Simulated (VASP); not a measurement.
Set up this calculation in VASP 6.6.1, as the native input.

- Task: relaxation of cell and atoms
- Functional: PBE
- Potentials or basis: VASP PAW PBE potentials, release 64 (Cu)
- Cutoff: 600 eV
- k mesh: 18 × 18 × 6
- Occupations: gaussian, width 0.1 eV
- Spin: no spin polarisation
- Target pressure: 8 GPa
- Dipole correction: no
- Further INCAR settings: ALGO = Fast; EDIFF = 1e-06; IBRION = 2; EDIFFG = -0.008; NSW = 70; ISIF = 3

The structure of Cu lies in POSCAR:

```
Cu
1.0
    2.5227923281      0.0000000000      0.0000000000
   -1.2613961641      2.1848022446      0.0000000000
    0.0000000000      0.0000000000      8.2428437006
Cu
4
Direct
    0.0000000000      0.0000000000      0.0000000000
    0.3333333333      0.6666666667      0.2500000000
    0.0000000000      0.0000000000      0.5000000000
    0.6666666667      0.3333333333      0.7500000000
```

The input as run:

INCAR

```
SYSTEM = Cu
PREC = Accurate ; ENCUT = 600
EDIFF = 1E-6 ; ISMEAR = 0
SIGMA = 0.1 ; LREAL = .False.
LASPH = .True. ; NELM = 80
ALGO = Fast ; ISIF = 3
LWAVE = .False. ; LCHARG = .False.
GGA = PE ; IBRION = 2
NSW = 70 ; EDIFFG = -0.008
PSTRESS = 80.0
```

KPOINTS

```
Automatic mesh
0
Gamma
  18 18 6
  0 0 0
```

Potentials or basis: VASP PAW PBE potentials, release 64 (Cu).

Run with:

```console
$ cat potpaw_PBE.64/Cu/POTCAR > POTCAR
$ mpirun -np 1 vasp_std > vasp.out
```

It gave:

```yaml
Relaxed_volume: 11.41 Å³/atom
Relaxed_cell: a = 2.527 Å, b = 2.527 Å, c = 8.256 Å, α = 90.00°, β = 90.00°, γ = 120.00°
Space_group_after_relaxing_to_0.05_Å: P6_3/mmc (No. 194)
Energy_change_on_relaxing_the_enthalpy_is_what_falls: -2.9 meV/atom
Ionic_steps: 3
Pressure_after_relaxing: 8.0 GPa
Band_gap_on_the_k_mesh: zero (band 22 reaches 11.44 eV, above the bottom of band 23 at 6.19 eV)
```

Caveat: the cell is relaxed towards a set pressure, so the enthalpy falls and the energy may rise.

It took 3.5 min on 1 thread of AMD EPYC 9R45 (Zen 5), with other jobs on the host, peak memory 0.25 GiB.
